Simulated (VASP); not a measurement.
A run of VASP 6.6.1:

Contents of INCAR:

```
SYSTEM = MnBr2
PREC = Accurate ; ENCUT = 520
EDIFF = 1E-6 ; ISMEAR = -1
SIGMA = 0.03 ; LREAL = .False.
LASPH = .True. ; NELM = 150
ALGO = Normal ; ISIF = 2
LWAVE = .False. ; LCHARG = .False.
ISPIN = 2 ; MAGMOM = 4 0 0
LORBIT = 11 ; LMAXMIX = 4
GGA = PS ; NBANDS = 24
```

KPOINTS

```
regular mesh
0
Gamma
  8 8 4
  0 0 0
```

POSCAR

```
MnBr2
1.0
    3.8200000000      0.0000000000      0.0000000000
   -1.9100000000      3.3082170425      0.0000000000
    0.0000000000      0.0000000000      6.1900000000
Mn Br
1 2
Direct
    0.0000000000      0.0000000000      0.0000000000
    0.3333333333      0.6666666667      0.2500000000
    0.6666666667      0.3333333333      0.7500000000
```

Potentials or basis: VASP PAW PBE potentials, release 64 (Mn_pv, Br).

Command:

```sh
$ cat potpaw_PBE.64/Mn_pv/POTCAR potpaw_PBE.64/Br/POTCAR > POTCAR
$ mpirun -np 1 vasp_std > vasp.out
```

Hardware: 1 thread of Intel(R) Xeon(R) 6975P-C (Granite Rapids), on a shared host.

**Question.** Estimate the wall time of this run.

**Answer.** It took 42 s on 1 thread of Intel(R) Xeon(R) 6975P-C (Granite Rapids) (shared host), peak memory 0.26 GiB. Counts: scf iterations 14, k points 35.
